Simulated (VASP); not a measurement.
Write the native input for VASP 6.6.1 that does the following.

| Property | Result |
| --- | --- |
| Task | single point |
| Functional | PBE |
| Potentials or basis | VASP PAW PBE potentials, release 64 (Mg, Mo_sv, Br) |
| Cutoff | 520 eV |
| k mesh | 3 × 3 × 4 |
| Occupations | gaussian, width 0.1 eV |
| Spin | collinear spin |
| Starting moments | [0.0, 0.0, 0.0, 1.0, 0.0, 0.0] μB |
| Dipole correction | no |
| Further INCAR settings | ALGO = Normal; EDIFF = 1e-06; NBANDS = 30 |

The structure of Mg3MoBr2 lies in POSCAR:

```
Mg3MoBr2
1.0
    6.3219665300      0.0000000000      0.0000000000
   -3.1609832700      5.4749836200      0.0000000000
    0.0000000000      0.0000000000      4.3569224800
Mg Mo Br
3 1 2
Direct
    0.5000000000      0.0000000000      0.5000000000
    0.0000000000      0.5000000000      0.5000000000
    0.5000000000      0.5000000000      0.5000000000
    0.0000000000      0.0000000000      0.0000000000
    0.3333333300      0.6666666700      0.5000000000
    0.6666666700      0.3333333300      0.5000000000
```

The cell was built from a structure type or drawn by symmetry, and may not be a known phase.

The input as run:

INCAR

```
SYSTEM = Mg3MoBr2
PREC = Accurate
ENCUT = 520
EDIFF = 1E-6
ISMEAR = 0
SIGMA = 0.1
LREAL = .FALSE.
LASPH = .TRUE.
NELM = 150
ALGO = Normal
ISIF = 2
LWAVE = .FALSE.
LCHARG = .FALSE.
ISPIN = 2
MAGMOM = 0 0 0 1 0 0
LORBIT = 11
LMAXMIX = 4
GGA = PE
NBANDS = 30
```

KPOINTS

```
Automatic mesh
0
G
  3 3 4
  0 0 0
```

Potentials or basis: VASP PAW PBE potentials, release 64 (Mg, Mo_sv, Br).

The run is started by

```console
$ cat potpaw_PBE.64/Mg/POTCAR potpaw_PBE.64/Mo_sv/POTCAR potpaw_PBE.64/Br/POTCAR > POTCAR
$ mpirun -np 1 vasp_std > vasp.out
```

It gave:

| Property | Result |
| --- | --- |
| Pressure | 61.3 GPa |
| Net moment | 4.50 μB per cell |
| Site moments | Mg -0.01; Mo +3.45; Br +0.02 μB |
| Valence electrons inside the program's atomic spheres | Mg 0.85; Mo 12.01; Br 5.57 |

Caveat: the k points lie up to 0.38 Å⁻¹ apart; atoms lie so close that the PAW spheres overlap strongly, which falsifies energies and pressures.

Run time: 3.5 min on 1 thread of Intel Xeon 8259CL (shared host), peak memory 0.34 GiB.
